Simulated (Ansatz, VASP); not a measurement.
**Rh: VASP beside Ansatz**

```xyz
1
Lattice="0.0000 1.9148 1.9148 1.9148 0.0000 1.9148 1.9148 1.9148 0.0000" Properties=species:S:1:pos:R:3 pbc="T T T"
Rh    0.0000    0.0000    0.0000
```

Alike in both runs: task single point; functional PBEsol; k mesh 24 × 24 × 24; occupations gaussian, width 0.1 eV; no spin polarisation.

```csv
,VASP,Ansatz
version,VASP 6.6.1,Ansatz 0.2.0
potentials or method,"VASP PAW PBE potentials, release 64 (Rh_pv), cutoff 520 eV","scalar-relativistic, plane waves, PAW"
valence electrons in the cell,15,17
```

|  | VASP | Ansatz | Ansatz less VASP |
| --- | --- | --- | --- |
| gap on the k mesh at the Fermi level (eV) | none | none | - |
| pressure (GPa) | -10.6 | -10.5 | +0.07 |

VASP's potentials were made for PBE, not for PBEsol. A gap of «none» marks a metal or a gap that the smearing closes. VASP's potentials hold 15 valence electrons a cell and Ansatz's 17, so a difference there can come from the potentials and not from the codes.
